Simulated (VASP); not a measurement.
Wanted: the native input for a VASP 6.6.1 run.

* Task: single point
* Functional: PBE
* Potentials or basis: VASP PAW PBE potentials, release 64 (Si, O, Nb_sv)
* Cutoff: 520 eV
* k mesh: 1 × 1 × 1
* Occupations: fermi-dirac, width 0.01 eV
* Spin: collinear spin
* Fixed moment: 1 μB
* Dipole correction: no
* Further INCAR settings: LREAL = Auto; ALGO = Normal; EDIFF = 1e-06; NBANDS = 242

The structure of NbSi23O48 (a cell with a defect) lies in POSCAR:

```
NbSi23O48
1.0
   10.0416380575      0.0000000000      0.0000000000
   -5.0208190287      8.6963136534      0.0000000000
    0.0000000000      0.0000000000     11.0185484178
Si O Nb
23 48 1
Direct
    0.0050553934      0.2402182909      0.1651994213
    0.2702218500      0.2695266371     -0.0002409067
    0.2397816062     -0.0001713829      0.3190253673
    0.0004626456      0.2392265419      0.6805711147
    0.2407519816      0.0042725408      0.8344046720
   -0.0066380349      0.7276962803      0.1667149802
    0.2592814079      0.7641813602      0.0014137072
    0.2278390066      0.5189948786      0.3261851347
   -0.0006538191      0.7426338933      0.6682237343
    0.2570897560      0.7731894838      0.4941794175
    0.2337708209      0.5014292863      0.8347025194
    0.5021287083      0.2330785942      0.1648299201
    0.7648769736      0.2585482640     -0.0018043099
    0.7434097047     -0.0012265929      0.3313276881
    0.5193644636      0.2270175493      0.6732997139
    0.7737204665      0.2564374924      0.5053914214
    0.7284507671     -0.0073647918      0.8328329025
    0.4987423324      0.7436829313      0.1630104475
    0.7551951917      0.7544519446     -0.0002547509
    0.7356554408      0.4875898123      0.3384904370
    0.4882032506      0.7350378431      0.6610457440
    0.7535545136      0.7529272844      0.4997434409
    0.7442092216      0.4979254153      0.8364798425
    0.0738659199      0.3800255010      0.2641014152
    0.2840336288      0.4573832901      0.4403190647
    0.1382913563      0.2151474125      0.1043029799
    0.2209997154      0.1443643258      0.3605961268
    0.4283814793      0.2976403733      0.0644920126
    0.3739832553      0.0638695159      0.2154091330
    0.0644599670      0.3733167565      0.7842739312
    0.2984207697      0.4276777023      0.9349593005
    0.1451767502      0.2207911218      0.6389065156
    0.2156557695      0.1375137716      0.8952659325
    0.4574518094      0.2829846665      0.5592479946
    0.3806706964      0.0730608374      0.7356193522
    0.0771665810      0.8643201607      0.2664208552
    0.2916131303      0.9375782922      0.4374109175
    0.1214856574      0.6973606940      0.1017885911
    0.1964344478      0.6515956270      0.3807931438
    0.4224299512      0.8027841697      0.0616965795
    0.3642337687      0.5877764436      0.2252063023
    0.0823216944      0.8808521869      0.7670679270
    0.2832546217      0.9224710748      0.9427512530
    0.1249818524      0.7135673692      0.5984467766
    0.2114418562      0.6356309132      0.8958986123
    0.4130410491      0.7937635658      0.5572768861
    0.3575094866      0.5750312610      0.7232908179
    0.5756893346      0.3569177833      0.2761778655
    0.7942170130      0.4123797931      0.4423326014
    0.6363084904      0.2106564683      0.1037147936
    0.7143200158      0.1244012194      0.4010797161
    0.9232634284      0.2828360875      0.0569126868
    0.8815801626      0.0817428920      0.2324414981
    0.5883371022      0.3635718783      0.7741472076
    0.8032465118      0.4215663456      0.9378032133
    0.6519573780      0.1956200835      0.6186578111
    0.6981114471      0.1206809033      0.8978920200
    0.9380967381      0.2910780381      0.5622614687
    0.8650152466      0.0765149162      0.7330951584
    0.5841491694      0.8780394144      0.2642076905
    0.7916029456      0.9101975587      0.4298360897
    0.6199980415      0.7019922344      0.1008231788
    0.7020837179      0.6138808167      0.4022958750
    0.9122704608      0.7831057040      0.0657824895
    0.8669485241      0.5699577897      0.2336377495
    0.5706766825      0.8662244353      0.7659569773
    0.7839705460      0.9115513369      0.9336861268
    0.6144545917      0.7014937963      0.5971205958
    0.7025627374      0.6192032283      0.8986966494
    0.9107217617      0.7907486815      0.5696993609
    0.8786757024      0.5833838932      0.7353716356
    0.2764572185      0.2760080431      0.4996462518
```

The input as run:

INCAR

```
PREC = Accurate
ENCUT = 520
EDIFF = 1E-6
ISMEAR = -1
SIGMA = 0.01
LREAL = Auto
LASPH = T
NELM = 200
ALGO = Normal
ISIF = 2
LWAVE = F
LCHARG = T
ISPIN = 2
MAGMOM = 0 0 0 0 0 0 0 0 0 0 0 0 0 0 0 0 0 0 0 0 0 0 0 0 0.01 0 0.02 0 0 0 0 0.02 0 0.01 0 0 0 0 0 0 0 0 0 0 0 0 0 0 0 0 0 0 0 0 0 0 0 0 0 0 0 0 0 0 0 0 0 0 0 0 0 0.43
LORBIT = 11
NUPDOWN = 1.0
LMAXMIX = 4
GGA = PE
LELF = T
LVHAR = T
NBANDS = 242
GGA_COMPAT = F
```

KPOINTS

```
Automatic mesh
0
Gamma
  1 1 1
```

Potentials or basis: VASP PAW PBE potentials, release 64 (Si, O, Nb_sv).

Command:

```console
$ cat potpaw_PBE.64/Si/POTCAR potpaw_PBE.64/O/POTCAR potpaw_PBE.64/Nb_sv/POTCAR > POTCAR
$ mpirun -np 1 vasp_gam > vasp.out
```

It gave:

```yaml
Pressure: 0.9 GPa
Largest_force: 0.075 eV/Å
Net_moment: 1.00 μB per cell
Site_moments: Si +0.00, -0.00 (each value once); O +0.00, +0.01, +0.02, -0.00 (each value once); Nb +0.71 μB
Valence_electrons_inside_the_program's_atomic_spheres: Si 1.61, 1.60, 1.63, 1.62 (each value once); O 5.23, 5.16, 5.22, 5.24, 5.25 (each value once); Nb 10.63
```

Caveat: the k points lie up to 0.72 Å⁻¹ apart; the total moment is fixed, so each spin has its own Fermi level.

It took 37 min on 1 thread of Intel Xeon 8259CL, with other jobs on the host, peak memory 1.4 GiB.
